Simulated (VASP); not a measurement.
Input of a VASP 6.6.1 run:

File INCAR:

```
  PREC = Accurate
  ENCUT = 520
  EDIFF = 1E-7
  ISMEAR = 0
  SIGMA = 0.02
  LREAL = F
  LASPH = T
  NELM = 150
  ALGO = Normal
  ISIF = 2
  LWAVE = F
  LCHARG = F
  ISPIN = 2
  MAGMOM = 0 4.58 0 0 0
  LORBIT = 11
  LMAXMIX = 4
  GGA = PS
  NBANDS = 34
```

Contents of KPOINTS:

```
regular mesh
0
Gamma
  6 6 6
```

Contents of POSCAR:

```
RbMnF3
1.0
    4.4133339056      0.0000000000      0.0000000000
    0.0000000000      4.1757740662      0.0000000000
    0.0000000000      0.0000000000      4.1757740662
Rb Mn F
1 1 3
Direct
    0.0000000000      0.0000000000      0.0000000000
    0.5000000000      0.5000000000      0.5000000000
    0.5000000000      0.0000000000      0.5000000000
    0.5000000000      0.5000000000      0.0000000000
    0.0000000000      0.5000000000      0.5000000000
```

Potentials or basis: VASP PAW PBE potentials, release 64 (Rb_sv, Mn_pv, F).

Run with:

```sh
$ cat potpaw_PBE.64/Rb_sv/POTCAR potpaw_PBE.64/Mn_pv/POTCAR potpaw_PBE.64/F/POTCAR > POTCAR
$ mpirun -np 1 vasp_std > vasp.out
```

Problem. Predict the net moment.

Solution. 5.00 μB per cell.

Problem. Predict the pressure.

Solution. -1.1 GPa.

Stress tensor (GPa, compression positive):
```
-3.40  0.00  0.00
 0.00 -0.02  0.00
 0.00  0.00 -0.02
```

Caveat: the cell differs from its parent crystal (uniaxial strain along a: +4.5 %); the PAW data sets were made with another functional, which shifts forces and pressure a little; a cell with one magnetic atom can't hold antiferromagnetic order, which such compounds often take.
